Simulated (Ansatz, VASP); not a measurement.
## Hf in VASP and in Ansatz

File INCAR:

```
  PREC = Accurate
  ENCUT = 520
  EDIFF = 1E-6
  ISMEAR = 0
  SIGMA = 0.15
  LREAL = F
  LASPH = T
  NELM = 100
  ALGO = Fast
  ISIF = 2
  LWAVE = F
  LCHARG = T
  LELF = T
  LVHAR = T
  NBANDS = 11
```

File KPOINTS:

```
regular mesh
0
Gamma
  20 20 20
```

The input POSCAR:

```
Hf
1.0
    0.0000000000      2.1245354981      2.2951356986
    2.1245354981      0.0000000000      2.2951356986
    2.1245354981      2.1245354981      0.0000000000
Hf
1
Direct
    0.0000000000      0.0000000000      0.0000000000
```

Input for Ansatz:

```yaml
crystal:
  lattice:
    - [0.0, 2.1245354981, 2.2951356986]
    - [2.1245354981, 0.0, 2.2951356986]
    - [2.1245354981, 2.1245354981, 0.0]
  atoms:
    - { symbol: Hf, position: [0.0, 0.0, 0.0] }
basis:
  ecutwfc: 420
kpoints:
  mp_grid: { grid: [20, 20, 20] }
hamiltonian:
  xc: lda
scf:
  occupations: { method: gaussian, width: 0.15 }
output:
  forces: true
  stress: true
  eigenvalues: true
```

Alike in both runs: task single point; functional LDA; k mesh 20 × 20 × 20; occupations gaussian, width 0.15 eV; no spin polarisation.

|  | VASP | Ansatz |
| --- | --- | --- |
| version | VASP 6.6.1 | Ansatz 0.2.0 |
| potentials or method | VASP PAW LDA potentials, release 64 (Hf_pv), cutoff 520 eV | scalar-relativistic, plane waves, PAW |
| valence electrons in the cell | 10 | 26 |

```tsv
	VASP	Ansatz	Ansatz less VASP
gap on the k mesh at the Fermi level (eV)	none	none	-
pressure (GPa)	0.0	0.0	-0.03
traceless stress, the component that is largest in VASP (GPa)	-2.63	-2.62	+0.005
```

LDA's correlation is that of Perdew and Zunger in VASP and of Perdew and Wang (1992) in Ansatz. A gap of «none» marks a metal or a gap that the smearing closes. VASP's potentials hold 10 valence electrons a cell and Ansatz's 26, so a difference there can come from the potentials and not from the codes.

Neither program's run includes spin-orbit coupling.
